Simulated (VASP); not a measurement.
Write the native input for VASP 6.6.1 that does the following.

* Task: single point
* Functional: LDA
* Potentials or basis: VASP PAW LDA potentials, release 64 (Sc_sv, F)
* Cutoff: 520 eV
* k mesh: 6 × 6 × 6
* Occupations: gaussian, width 0.05 eV
* Spin: no spin polarisation
* Dipole correction: no
* Further INCAR settings: ALGO = Normal; EDIFF = 1e-06; NBANDS = 24

The structure of ScF3 lies in POSCAR:

```
ScF3
1.0
    3.6914540000      0.0000000000      0.0000000000
    0.0000000000      3.6914540000      0.0000000000
    0.0000000000      0.0000000000      3.8519520000
Sc F
1 3
Direct
    0.0000000000      0.0000000000      0.0000000000
    0.5000000000      0.0000000000      0.0000000000
    0.0000000000      0.5000000000      0.0000000000
    0.0000000000      0.0000000000      0.5000000000
```

This cell differs from its parent crystal: strain -0.080 along x and y, -0.040 along z.

One way to write it, as run:

INCAR

```
SYSTEM = ScF3
  PREC = Accurate
  ENCUT = 520
  EDIFF = 1E-6
  ISMEAR = 0
  SIGMA = 0.05
  LREAL = .False.
  LASPH = .True.
  NELM = 60
  ALGO = Normal
  ISIF = 2
  LWAVE = .False.
  LCHARG = .False.
  GGA = CA
  NBANDS = 24
```

KPOINTS

```
regular mesh
0
Gamma
  6 6 6
  0 0 0
```

Potentials or basis: VASP PAW LDA potentials, release 64 (Sc_sv, F).

Command:

```console
$ cat potpaw_LDA.64/Sc_sv/POTCAR potpaw_LDA.64/F/POTCAR > POTCAR
$ mpirun -np 1 vasp_std > vasp.out
```

It gave:

| Quantity | Value |
| --- | --- |
| Pressure | 30.5 GPa |
| Band gap on the k mesh | 7.08 eV, indirect (least direct gap 7.53 eV) |

Caveat: the cell differs from its parent crystal (strain -0.080 along x and y, -0.040 along z).

It took 40 s on 1 thread of Intel(R) Xeon(R) Platinum 8259CL CPU @ 2.50GHz (Skylake/Cascade Lake), with other jobs on the host, peak memory 0.17 GiB.
